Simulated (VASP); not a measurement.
Here is a VASP 6.6.1 calculation.

File INCAR:

```
PREC = Accurate
ENCUT = 520
EDIFF = 1E-6
ISMEAR = -1
SIGMA = 0.05
LREAL = F
LASPH = T
NELM = 60
ALGO = Normal
ISIF = 2
LWAVE = F
LCHARG = F
GGA = PE
NBANDS = 19
```

Contents of KPOINTS:

```
Automatic mesh
0
Gamma
  8 8 8
```

POSCAR

```
HfGe
1.0
    3.5694991815      0.0000000000      0.0000000000
    0.0000000000      3.5694991815      0.0000000000
    0.0000000000      0.0000000000      3.5694991815
Hf Ge
1 1
Direct
    0.0000000000      0.0000000000      0.0000000000
    0.5000000000      0.5000000000      0.5000000000
```

Potentials or basis: VASP PAW PBE potentials, release 64 (Hf_pv, Ge_d).

The run is started by

```bash
$ cat potpaw_PBE.64/Hf_pv/POTCAR potpaw_PBE.64/Ge_d/POTCAR > POTCAR
$ mpirun -np 1 vasp_std > vasp.out
```

Question: Predict the pressure.

Answer: -14.8 GPa.

Question: Estimate the band gap on the k mesh.

Answer: Zero (band 12 reaches 6.47 eV, above the bottom of band 13 at 4.62 eV).

Caveat: spin-orbit coupling is left out, which moves the levels of the heavy elements.
